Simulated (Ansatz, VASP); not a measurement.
One calculation of LiNbO3, two programs

```xyz
10
Lattice="2.4897 1.4374 4.8284 -2.4897 1.4374 4.8284 0.0000 -2.8748 4.8284" Properties=species:S:1:pos:R:3 pbc="T T T"
Li    0.0000    0.0000    3.6213
Li    0.0000    0.0000   10.8639
Nb    0.0000    0.0000    0.0000
Nb    0.0000    0.0000    7.2426
O    -0.5958   -1.4374    6.0355
O     1.5427    0.2027    6.0355
O    -0.9469    1.2347    6.0355
O     0.5958    1.4374    8.4497
O    -1.5427   -0.2027    8.4497
O     0.9469   -1.2347    8.4497
```

Alike in both runs: task single point; functional PBE; k mesh 6 × 6 × 6; occupations gaussian, width 0.05 eV; no spin polarisation.

|  | VASP | Ansatz |
| --- | --- | --- |
| version | VASP 6.6.1 | Ansatz 0.2.0 |
| potentials or method | VASP PAW PBE potentials, release 64 (Li_sv, Nb_sv, O), cutoff 520 eV | scalar-relativistic, plane waves, PAW |
| valence electrons in the cell | 68 | 68 |

|  | VASP | Ansatz | Ansatz less VASP |
| --- | --- | --- | --- |
| gap on the k mesh at the Fermi level (eV) | 2.44 | 2.46 | +0.021 |
| least direct gap on the mesh (eV) | 2.55 | 2.57 | +0.017 |
| rms of the force components (eV/Å) | 0.189 | 0.203 | +0.0143 |

Atom by atom the forces differ by 0.014 eV/Å (rms over components).

Noted on VASP's run: the cutoff is short for stress, so the pressure is rough.
